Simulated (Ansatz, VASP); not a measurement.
# One calculation of Sr3O, two programs

```
CELL_PARAMETERS angstrom
5.21772 0.00000 0.00000
0.00000 5.21772 0.00000
0.00000 0.00000 5.21772
ATOMIC_POSITIONS crystal
Sr 0.00000 0.50000 0.50000
Sr 0.50000 0.00000 0.50000
Sr 0.50000 0.50000 0.00000
O 0.00000 0.00000 0.00000
```

Alike in both runs: functional PBE; k mesh 4 × 4 × 4; occupations gaussian, width 0.1 eV; no spin polarisation.

Ansatz relaxed the structure, and its values are those at the end. VASP's run is a single point on that final structure, the one shown.

```csv
,VASP,Ansatz
version,VASP 6.6.1,Ansatz 0.2.0
potentials or method,"VASP PAW PBE potentials, release 64 (Sr_sv, O), cutoff 520 eV","scalar-relativistic, plane waves, PAW"
valence electrons in the cell,36,36
```

|  | VASP | Ansatz | Ansatz less VASP |
| --- | --- | --- | --- |
| gap on the k mesh at the Fermi level (eV) | none | none | - |
| pressure (GPa) | 0.3 | 0.3 | -0.02 |

A gap of «none» marks a metal or a gap that the smearing closes.
